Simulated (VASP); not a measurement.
Wanted: the native input for a VASP 6.6.1 run.

```yaml
Task: single point
Functional: revPBE
Potentials_or_basis: VASP PAW PBE potentials, release 64 (Y_sv)
Cutoff: 520 eV
k_mesh: 18 × 18 × 18
Occupations: fermi-dirac, width 0.1 eV
Spin: no spin polarisation
Dipole_correction: no
Further_INCAR_settings: ALGO = Normal; EDIFF = 1e-06; NBANDS = 12
```

The structure of Y lies in POSCAR:

```
Y
1.0
   -1.9574476266      1.9574476266      1.9574476266
    1.9574476266     -1.9574476266      1.9574476266
    1.9574476266      1.9574476266     -1.9574476266
Y
1
Direct
    0.0000000000      0.0000000000      0.0000000000
```

This isn't the form of Y at room conditions, which is hcp.

The input as run:

INCAR

```
SYSTEM = Y
PREC = Accurate
ENCUT = 520
EDIFF = 1E-6
ISMEAR = -1
SIGMA = 0.1
LREAL = .FALSE.
LASPH = .TRUE.
NELM = 60
ALGO = Normal
ISIF = 2
LWAVE = .FALSE.
LCHARG = .TRUE.
GGA = RE
LELF = .TRUE.
LVHAR = .TRUE.
NBANDS = 12
```

KPOINTS

```
regular mesh
0
G
  18 18 18
  0 0 0
```

Potentials or basis: VASP PAW PBE potentials, release 64 (Y_sv).

Run with:

```bash
$ cat potpaw_PBE.64/Y_sv/POTCAR > POTCAR
$ mpirun -np 1 vasp_std > vasp.out
```

Results of the run:

* Pressure: 5.5 GPa
* Band gap on the k mesh: zero (an odd number of electrons rules out a gap without spin polarisation)

Caveat: the cell stands under pressure; the PAW data sets were made with another functional, which shifts forces and pressure a little.

Run time: 42 s on 1 thread of Intel(R) Xeon(R) Platinum 8488C (Sapphire Rapids), on a shared host, peak memory 0.23 GiB.
